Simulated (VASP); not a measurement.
# SnSe2 (P-3m1) in VASP: single point with B3LYP

Aim: the single point of SnSe2 with B3LYP.

Program: VASP 6.6.1. These are calculated values, not measurements. Logs are shortened: lines on timing, memory, paths and dates and some standing lists are left out, and cuts for length are marked.

## Step 1: The cell of the first run

It takes space group P-3m1 (No. 164, trigonal). Conventional cell: a = 3.811 Å, b = 3.811 Å, c = 6.136 Å, α = 90.00°, β = 90.00°, γ = 120.00°. Sn (site symmetry -3m) has 6 Se at 2.68 Å within 3.5 Å. Se (site symmetry 3m) has 3 Sn at 2.68 Å within 3.5 Å.

## Step 2: Single point, B3LYP

POSCAR reads:

```
SnSe2
1.0
    3.8110000000      0.0000000000      0.0000000000
   -1.9055000000      3.3004200000      0.0000000000
    0.0000000000      0.0000000000      6.1360000000
Sn Se
1 2
Direct
    0.0000000000      0.0000000000      0.0000000000
    0.3333333333      0.6666666667      0.2490000000
    0.6666666667      0.3333333333      0.7510000000
```

INCAR.step1 reads:

```
SYSTEM = SnSe2
ALGO     = Normal         ! electronic algorithm
EDIFF    = 1E-5           ! SCF threshold, eV
ENCUT    = 400            ! plane-wave cutoff, eV
GGA      = PE             ! functional
GGA_COMPAT= .False.      
ISIF     = 2              ! what is computed and relaxed
ISMEAR   = 0              ! smearing method
LASPH    = .True.         ! aspherical terms in the spheres
LCHARG   = .False.        ! write CHGCAR
LREAL    = .False.        ! projectors in reciprocal space
LWAVE    = .True.         ! write WAVECAR
NBANDS   = 20             ! bands
NELM     = 120            ! most SCF steps
PREC     = Accurate       ! precision mode
SIGMA    = 0.05           ! smearing width, eV
```

INCAR.step2 reads:

```
SYSTEM = SnSe2
AEXX     = 0.2            ! exact-exchange fraction
AGGAC    = 0.81         
AGGAX    = 0.72         
ALDAC    = 0.19         
ALGO     = Normal         ! electronic algorithm
EDIFF    = 1E-6           ! SCF threshold, eV
ENCUT    = 400            ! plane-wave cutoff, eV
GGA      = B3             ! functional
GGA_COMPAT= .False.      
ISIF     = 2              ! what is computed and relaxed
ISMEAR   = 0              ! smearing method
ISTART   = 1            
LASPH    = .True.         ! aspherical terms in the spheres
LCHARG   = .False.        ! write CHGCAR
LHFCALC  = .True.         ! exact exchange
LREAL    = .False.        ! projectors in reciprocal space
LWAVE    = .False.        ! write WAVECAR
NBANDS   = 20             ! bands
NELM     = 120            ! most SCF steps
PREC     = Accurate       ! precision mode
PRECFOCK = Normal       
SIGMA    = 0.05           ! smearing width, eV
```

KPOINTS reads:

```
k-points
0
Gamma
  6 6 2
  0 0 0
```

Potentials or basis: VASP PAW PBE potentials, release 64 (Sn_d, Se).

Launch:

```sh
$ cat potpaw_PBE.64/Sn_d/POTCAR potpaw_PBE.64/Se/POTCAR > POTCAR
$ cp INCAR.step1 INCAR
$ mpirun -np 1 vasp_std > vasp.out
$ cp INCAR.step2 INCAR
$ mpirun -np 1 vasp_std > vasp.out
```

OUTCAR:

```text
SYSTEM = SnSe2
   AEXX = 0.2
   EDIFF = 1E-6
   ENCUT = 400
   GGA = B3
   ISIF = 2
   ISMEAR = 0
   ISTART = 1
   LASPH = .True.
   LHFCALC = .True.
   LREAL = .False.
   NELM = 120
   PREC = Accurate
   PRECFOCK = Normal

 ion  position               nearest neighbor table
   1  0.000  0.000  0.000-   2 2.68   3 2.68   3 2.68   2 2.68   3 2.68   2 2.68
   2  0.333  0.667  0.249-   1 2.68   1 2.68   1 2.68
   3  0.667  0.333  0.751-   1 2.68   1 2.68   1 2.68

  LATTYP: Found a hexagonal cell.
 ALAT       =     3.8110000000
 C/A-ratio  =     1.6100760955

  Lattice vectors:

 A1 = (   3.8110000000,   0.0000000000,   0.0000000000)
 A2 = (  -1.9055000000,   3.3004200000,   0.0000000000)
 A3 = (   0.0000000000,   0.0000000000,   6.1360000000)

Analysis of symmetry for initial positions (statically):
=====================================================================
 Subroutine PRICEL returns:
 Original cell was already a primitive cell.

 Routine SETGRP: Setting up the symmetry group for a
 hexagonal supercell.

 Subroutine GETGRP returns: Found 12 space group operations
 (whereof 12 operations were pure point group operations)
 out of a pool of 24 trial point group operations.

The static configuration has the point symmetry D_3d.

Analysis of symmetry for dynamics (positions and initial velocities):
=====================================================================
 Subroutine PRICEL returns:
 Original cell was already a primitive cell.

 Routine SETGRP: Setting up the symmetry group for a
 hexagonal supercell.

 Subroutine GETGRP returns: Found 12 space group operations
 (whereof 12 operations were pure point group operations)
 out of a pool of 24 trial point group operations.

The dynamic configuration has the point symmetry D_3d.

 Subroutine INISYM returns: Found 12 space group operations
 (whereof 12 operations are pure point group operations),
 and found     1 'primitive' translations

----------------------------------------------------------------------------------------

                                     Primitive cell

  volume of cell :      77.1780

  direct lattice vectors                    reciprocal lattice vectors
     3.811000000  0.000000000  0.000000000     0.262398321  0.151495870  0.000000000
    -1.905500000  3.300420000  0.000000000     0.000000000  0.302991740  0.000000000
     0.000000000  0.000000000  6.136000000     0.000000000  0.000000000  0.162972621

  length of vectors
     3.811000000  3.810997563  6.136000000     0.302991547  0.302991740  0.162972621

  position of ions in fractional coordinates (direct lattice)
     0.000000000  0.000000000  0.000000000
     0.333333333  0.666666667  0.249000000
     0.666666667  0.333333333  0.751000000

  ion indices of the primitive-cell ions
   primitive index   ion index
                 1           1
                 2           2
                 3           3

----------------------------------------------------------------------------------------

 KPOINTS: k-points

Automatic generation of k-mesh.
 Grid dimensions read from file:
 generate k-points for:    6    6    2

 Generating k-lattice:

  Cartesian coordinates                     Fractional coordinates (reciprocal lattice)
     0.043733053  0.025249312  0.000000000     0.166666667  0.000000000  0.000000000
     0.000000000  0.050498623  0.000000000     0.000000000  0.166666667  0.000000000
     0.000000000  0.000000000  0.081486310     0.000000000  0.000000000  0.500000000

  Length of vectors
     0.050498591  0.050498623  0.081486310

  Shift w.r.t. Gamma in fractional coordinates (k-lattice)
     0.000000000  0.000000000  0.000000000

 Subroutine IBZKPT returns following result:
 ===========================================

 Found     14 irreducible k-points:

 Following reciprocal coordinates:
            Coordinates               Weight
  0.000000  0.000000  0.000000      1.000000
  0.166667 -0.000000  0.000000      6.000000
  0.333333  0.000000  0.000000      6.000000
  0.500000 -0.000000  0.000000      3.000000
  0.166667  0.166667  0.000000      6.000000
  0.333333  0.166667  0.000000     12.000000
  0.333333  0.333333  0.000000      2.000000
  0.000000  0.000000  0.500000      1.000000
  0.166667 -0.000000  0.500000      6.000000
  0.333333  0.000000  0.500000      6.000000
  0.500000 -0.000000  0.500000      3.000000
  0.166667  0.166667  0.500000      6.000000
  0.333333  0.166667  0.500000     12.000000
  0.333333  0.333333  0.500000      2.000000
   k-points           NKPTS =     14   k-points in BZ     NKDIM =     72   number of bands    NBANDS=     20
   number of dos      NEDOS =    301   number of ions     NIONS =      3
   total plane-waves  NPLWV =  31360
   dimension x,y,z NGX =    28 NGY =   28 NGZ =   40
   dimension x,y,z NGXF=    56 NGYF=   56 NGZF=   80
   ions per type =               1   2
   NGX,Y,Z   is equivalent  to a cutoff of  12.21, 12.21, 10.84 a.u.
   NGXF,Y,Z  is equivalent  to a cutoff of  24.43, 24.43, 21.67 a.u.
 SYSTEM =  SnSe2
   PREC   = accura    normal or accurate (medium, high low for compatibility)
   ISTART =      1    job   : 0-new  1-cont  2-samecut
   ICHARG =      0    charge: 1-file 2-atom 10-const
   ISPIN  =      1    spin polarized calculation?
   LNONCOLLINEAR =      F non collinear calculations
   LSORBIT =      F    spin-orbit coupling
   LASPH  =      T    aspherical Exc in radial PAW
   ENCUT  =  400.0 eV  29.40 Ry    5.42 a.u.   6.21  6.21 10.01*2*pi/ulx,y,z
   NELM   =    120;   NELMIN=  2; NELMDL=  0     # of ELM steps
   EDIFF  = 0.1E-05   stopping-criterion for ELM
   LREAL  =      F    real-space projection
   EDIFFG = 0.1E-04   stopping-criterion for IOM
   NSW    =      0    number of steps for IOM
   IBRION =     -1    ionic relax: 0-MD 1-quasi-New 2-CG
   NFREE  =      0    steps in history (QN), initial steepest desc. (CG)
   ISIF   =      2    stress and relaxation
   ISYM   =      3    0-nonsym 1-usesym 2-fastsym
   POTIM  = 0.5000    time-step for ionic-motion
   TEBEG  =    0.0;   TEEND  =   0.0 temperature during run
   PSTRESS=    0.0 pullay stress
   NELECT =      26.0000    total number of electrons
   NUPDOWN=      -1.0000    fix difference up-down
   EMIN   =  10.00;   EMAX   =-10.00  energy-range for DOS
   EFERMI =   0.00;   METHOD = LEGACY
   ISMEAR =     0;   SIGMA  =   0.05  broadening in eV -4-tet -1-fermi 0-gaus
   EFERMI_NEDOS =   21; number of points for ismear=-14 and -15
   IALGO  =     38    algorithm
   IMIX   =      1    mixing-type and parameters
     AMIX     =   0.40;   BMIX     =  1.00
     AMIX_MAG =   1.60;   BMIX_MAG =  1.00
  volume/ion in A,a.u.               =      25.73       173.61
  Fermi-wavevector in a.u.,A,eV,Ry     =   1.139116  2.152618 17.654732  1.297586
  Thomas-Fermi vector in A             =   2.275820
   LORBIT       =      0    0 simple, 1 ext, 2 COOP (PROOUT), +10 PAW based schemes
   GGA     = B3    functional components
   LHFCALC =     T    Hartree Fock is set to
   PRECFOCK=normal    Normal, Fast or Accurate (Low or Medium for compatibility)
   ENCUT4O =  -1.0   cutoff for four orbital integrals eV
   NKREDX  =     1    reduce k-point grid by
   NKREDY  =     1    reduce k-point grid by
   NKREDZ  =     1    reduce k-point grid by
   AEXX    =    0.2000 exact exchange contribution
   HFSCREEN=    0.0000 screening length (either q_TF or 0.3 A-1)
   HFSCREENC=   0.0000 screening length for correlation (either q_TF or 0.3 A-1)
   ENCUTFOCK=  -1.0 apply spherical cutoff to Coloumb kernel
   IVDW    =     0    specifies the selected vdW correction
   LEPSILON=     F    determine dielectric tensor
   LRPA    =     F    only Hartree local field effects (RPA)
 non-spin polarized calculation
 Gauss-broadening in eV      SIGMA  =   0.05
  energy-cutoff  :      400.00
  volume of cell :       77.18
 maximum number of plane-waves:      1422
 NGX is ok and might be reduce to    28
  NGX = 20; NGY = 20; NGZ = 32

 number of electron      26.0000015 magnetization

 Free energy of the ion-electron system (eV)
  ---------------------------------------------------
  ext. energy  EPLUGINS =         0.00000000
  ---------------------------------------------------
  free energy    TOTEN  =       -13.46296488 eV

  energy without entropy =      -13.46296488  energy(sigma->0) =      -13.46296488

 E-fermi :   3.9062     XC(G=0):  -7.5254

 val. band max:        3.5786468096   @ k =   0.0000   0.0000   0.0000
 cond. band min:       5.5834426019   @ k =   0.5000  -0.0000   0.5000
 fundamental gap:      2.0047957923
 Fermi energy:         3.9061548845

 k-point     1 :       0.0000    0.0000    0.0000
  band No.  band energies     occupation
      1     -19.3522      2.00000
      2     -19.3522      2.00000
      3     -19.2878      2.00000
      4     -19.2760      2.00000
      5     -19.2760      2.00000
      6     -11.4689      2.00000
[... 12 lines left out ...]
     19      14.1899      0.00000
     20      14.1899      0.00000

 k-point     2 :       0.1667   -0.0000    0.0000
  band No.  band energies     occupation
      1     -19.3678      2.00000
      2     -19.3451      2.00000
      3     -19.2836      2.00000
      4     -19.2771      2.00000
      5     -19.2722      2.00000
      6     -11.1739      2.00000
[... 12 lines left out ...]
     19      13.4707      0.00000
     20      14.4696      0.00000

 k-point     3 :       0.3333    0.0000    0.0000
  band No.  band energies     occupation
      1     -19.4011      2.00000
      2     -19.3362      2.00000
      3     -19.2923      2.00000
      4     -19.2600      2.00000
      5     -19.2593      2.00000
      6     -10.3835      2.00000
[... 12 lines left out ...]
     19      14.2020      0.00000
     20      15.0299      0.00000

 k-point     4 :       0.5000   -0.0000    0.0000
  band No.  band energies     occupation
      1     -19.4181      2.00000
      2     -19.3342      2.00000
      3     -19.2969      2.00000
      4     -19.2509      2.00000
      5     -19.2503      2.00000
      6      -9.6920      2.00000
[... 12 lines left out ...]
     19      15.2614      0.00000
     20      15.8884      0.00000

 k-point     5 :       0.1667    0.1667    0.0000
  band No.  band energies     occupation
      1     -19.3861      2.00000
      2     -19.3441      2.00000
      3     -19.2842      2.00000
      4     -19.2751      2.00000
      5     -19.2588      2.00000
      6     -10.6246      2.00000
[... 12 lines left out ...]
     19      12.1722      0.00000
     20      15.4371      0.00000
[... 123 lines left out ...]
      6      -9.5881      2.00000
[... 12 lines left out ...]
     19      15.1062      0.00000
     20      16.0348      0.00000

 k-point    12 :       0.1667    0.1667    0.5000
  band No.  band energies     occupation
      1     -19.3862      2.00000
      2     -19.3441      2.00000
      3     -19.2843      2.00000
      4     -19.2751      2.00000
      5     -19.2588      2.00000
      6     -10.4569      2.00000
[... 12 lines left out ...]
     19      13.2495      0.00000
     20      14.4105      0.00000

 k-point    13 :       0.3333    0.1667    0.5000
  band No.  band energies     occupation
      1     -19.4027      2.00000
      2     -19.3478      2.00000
      3     -19.2879      2.00000
      4     -19.2620      2.00000
      5     -19.2507      2.00000
      6      -9.6593      2.00000
[... 12 lines left out ...]
     19      13.6040      0.00000
     20      14.9726      0.00000

 k-point    14 :       0.3333    0.3333    0.5000
  band No.  band energies     occupation
      1     -19.3780      2.00000
      2     -19.3780      2.00000
      3     -19.2710      2.00000
      4     -19.2710      2.00000
      5     -19.2545      2.00000
      6      -9.1794      2.00000
[... 12 lines left out ...]
     19      14.2751      0.00000
     20      14.3671      0.00000

------------------------ aborting loop because EDIFF is reached ----------------------------------------

  FORCE on cell =-STRESS in cart. coord.  units (eV):
  Direction    XX          YY          ZZ          XY          YZ          ZX
  --------------------------------------------------------------------------------------
  -------------------------------------------------------------------------------------
  Total        3.1252735      3.1252682      3.2064775      0.0000000      0.0000000      0.0000000
  in kB       64.8791431     64.8790324     66.5648987      0.0000000      0.0000000      0.0000000
  external PRESSURE =      65.4410247 kB  Pullay stress =       0.0000000 kB

 VOLUME and BASIS-vectors are now :
 -----------------------------------------------------------------------------
  energy-cutoff  :      400.00
  volume of cell :       77.18
      direct lattice vectors                 reciprocal lattice vectors
     3.811000000  0.000000000  0.000000000     0.262398321  0.151495870  0.000000000
    -1.905500000  3.300420000  0.000000000     0.000000000  0.302991740  0.000000000
     0.000000000  0.000000000  6.136000000     0.000000000  0.000000000  0.162972621

 POSITION                                       TOTAL-FORCE (eV/Angst)
 -----------------------------------------------------------------------------------
      0.00000      0.00000      0.00000         0.000000      0.000000      0.000000
     -0.00000      2.20028      1.52786        -0.000000      0.000000      0.634995
      1.90550      1.10014      4.60814         0.000000     -0.000000     -0.634995
 -----------------------------------------------------------------------------------
    total drift:                                0.000000      0.000000      0.000001

  FREE ENERGIE OF THE ION-ELECTRON SYSTEM (eV)
  ---------------------------------------------------
  free  energy   TOTEN  =       -13.4629648814 eV

  energy  without entropy=      -13.4629648814  energy(sigma->0) =      -13.46296488
```

It took 18 min on 1 thread of Intel Xeon Platinum 8488C (Sapphire Rapids), shared host; peak memory 0.19 GiB.

Results:

```
Free energy            : -13.4630 eV
Pressure               : 6.5 GPa
Largest force          : 0.635 eV/Å
Band gap on the k mesh : 2.00 eV, indirect (least direct gap 2.23 eV)
```

Forces in eV/Å, atoms in the order of the input:
```
Sn   0.000  0.000  0.000
Se   0.000  0.000  0.635
Se   0.000  0.000 -0.635
```

Stress tensor (GPa, compression positive):
```
6.49 0.00 0.00
0.00 6.49 0.00
0.00 0.00 6.66
```

Levels at points of the mesh, in eV from the valence-band top:
```tsv
k point	band 11	band 12	band 13	band 14	band 15	band 16
(0.00, 0.00, 0.00)	-0.31	-0.31	0.00	2.23	4.34	6.06
(0.50, 0.00, 0.00)	-2.78	-1.17	-0.24	2.30	5.20	6.95
(0.00, 0.00, 0.50)	-0.79	-0.14	-0.14	3.65	4.32	5.76
(0.50, 0.00, 0.50)	-2.05	-0.83	-0.66	2.00	5.69	6.28
```

Caveat: the k points lie up to 0.51 Å⁻¹ apart; the PAW data sets were made with another functional, which shifts forces and pressure a little; spin-orbit coupling is left out, which moves the levels of the heavy elements; this functional lacks dispersion, which binds the layers, so the pressure and a relaxed spacing across them are unreliable.
